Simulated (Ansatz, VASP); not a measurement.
InO: VASP beside Ansatz

INCAR

```
SYSTEM = InO
ALGO = Normal ; EDIFF = 1E-7
ENCUT = 520 ; GGA = CA
ISIF = 2 ; ISMEAR = 0
LASPH = .TRUE. ; LCHARG = .FALSE.
LREAL = .FALSE. ; LWAVE = .FALSE.
NBANDS = 27 ; NELM = 100
PREC = Accurate ; SIGMA = 0.03
```

KPOINTS

```
k-points
0
G
  12 12 2
  0 0 0
```

POSCAR

```
InO
1.0
    3.3672734563      0.0000000000      0.0000000000
   -1.6836367282      2.9161443546      0.0000000000
    0.0000000000      0.0000000000     15.8771000000
In O
2 2
Direct
    0.6666666667      0.3333333333      0.5900210000
    0.6666666667      0.3333333333      0.4099790000
    0.0000000000      0.0000000000      0.6398670000
    0.0000000000      0.0000000000      0.3601330000
```

Input for Ansatz:

```yaml
crystal:
  lattice:
    - [3.3672734563, 0.0, 0.0]
    - [-1.6836367282, 2.9161443546, 0.0]
    - [0.0, 0.0, 15.8771]
  atoms:
    - { symbol: In, position: [0.6666666667, 0.3333333333, 0.590021] }
    - { symbol: In, position: [0.6666666667, 0.3333333333, 0.409979] }
    - { symbol: O, position: [0.0, 0.0, 0.639867] }
    - { symbol: O, position: [0.0, 0.0, 0.360133] }
basis:
  ecutwfc: 420
kpoints:
  mp_grid: { grid: [12, 12, 2] }
hamiltonian:
  xc: lda
scf:
  occupations: { method: gaussian, width: 0.03 }
output:
  forces: true
  stress: true
  eigenvalues: true
```

Change from the starting cell: strain -0.025 along x and y, +0.000 along z, atoms carried along.

Alike in both runs: task single point; functional LDA; k mesh 12 × 12 × 2; occupations gaussian, width 0.03 eV; no spin polarisation.

|  | VASP | Ansatz |
| --- | --- | --- |
| version | VASP 6.6.1 | Ansatz 0.2.0 |
| potentials or method | VASP PAW LDA potentials, release 64 (In_d, O), cutoff 520 eV | scalar-relativistic, plane waves, PAW |
| valence electrons in the cell | 38 | 38 |

|  | VASP | Ansatz | Ansatz less VASP |
| --- | --- | --- | --- |
| gap on the k mesh at the Fermi level (eV) | 0.27 | 0.27 | +0.003 |
| least direct gap on the mesh (eV) | 1.20 | 1.20 | -0.004 |
| rms of the force components (eV/Å) | 0.125 | 0.123 | -0.0028 |

LDA's correlation is that of Perdew and Zunger in VASP and of Perdew and Wang (1992) in Ansatz. Atom by atom the forces differ by 0.018 eV/Å (rms over components).
